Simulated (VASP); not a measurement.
Li, 1 atom in the cell. Symmetry: I4/mmm, No. 139, tetragonal system. The conventional cell has a = 3.114 Å, b = 3.114 Å, c = 4.536 Å, α = 90.00°, β = 90.00°, γ = 90.00°. Li (site symmetry 4/mmm) has 12 Li at 3.11 to 3.16 Å within 4.1 Å.  This cell differs from its parent crystal: zz strain of +3 %.

* Program: VASP 6.6.1
* Task: single point
* Functional: PBEsol
* Potentials or basis: VASP PAW PBE potentials, release 64 (Li_sv)
* Cutoff: 750 eV
* k mesh: 13 × 13 × 13
* Occupations: fermi-dirac, width 0.08 eV
* Spin: no spin polarisation
* Dipole correction: no
* Further INCAR settings: ALGO = Normal; EDIFF = 1e-06; NBANDS = 8

Potentials or basis: VASP PAW PBE potentials, release 64 (Li_sv).

Run with:

```sh
$ cat potpaw_PBE.64/Li_sv/POTCAR > POTCAR
$ mpirun -np 1 vasp_std > vasp.out
```

Hardware: 1 thread of AMD EPYC 7R43 64-Core Processor (Zen 3), with other jobs on the host.

**Question.** Estimate the wall time of this run.

**Answer.** It took 38 s on 1 thread of AMD EPYC 7R43 64-Core Processor (Zen 3), on a shared host, peak memory 0.14 GiB. Counts: scf iterations 10, k points 196.
